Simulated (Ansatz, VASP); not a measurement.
# Two plane-wave programs on CdH4

```
CELL_PARAMETERS angstrom
0.00000 4.44012 0.00000
4.33245 -2.22006 0.00000
-0.14958 2.22006 -7.45740
ATOMIC_POSITIONS crystal
Cd 0.92580 0.75000 0.75000
Cd 0.07420 0.25000 0.25000
H 0.96980 0.45090 0.80350
H 0.32240 0.04910 0.69650
H 0.03020 0.54910 0.19650
H 0.67760 0.95090 0.30350
H 0.74930 0.64670 0.57650
H 0.67910 0.85330 0.92350
H 0.25070 0.35330 0.42350
H 0.32090 0.14670 0.07650
```

Alike in both runs: task single point; functional PBE; k mesh 5 × 5 × 5; occupations gaussian, width 0.2879 eV; no spin polarisation.

|  | VASP | Ansatz |
| --- | --- | --- |
| version | VASP 6.6.1 | Ansatz 0.2.0 |
| potentials or method | VASP PAW PBE potentials, release 64 (Cd, H), cutoff 520 eV | PAW plane waves |
| valence electrons in the cell | 32 | 48 |

```tsv
	VASP	Ansatz	Ansatz less VASP
gap on the k mesh at the Fermi level (eV)	none	none	-
pressure (GPa)	3.7	3.4	-0.27
traceless stress, the component that is largest in VASP (GPa)	-1.38	-1.37	+0.009
rms of the force components (eV/Å)	0.803	0.767	-0.0363
```

Atom by atom the forces differ by 0.036 eV/Å (rms over components). A gap of «none» marks a metal or a gap that the smearing closes. With one functional, cell and mesh, what is left measures potentials, basis and numerics. VASP's potentials hold 32 valence electrons a cell and Ansatz's 48, so a difference there can come from the potentials and not from the codes.
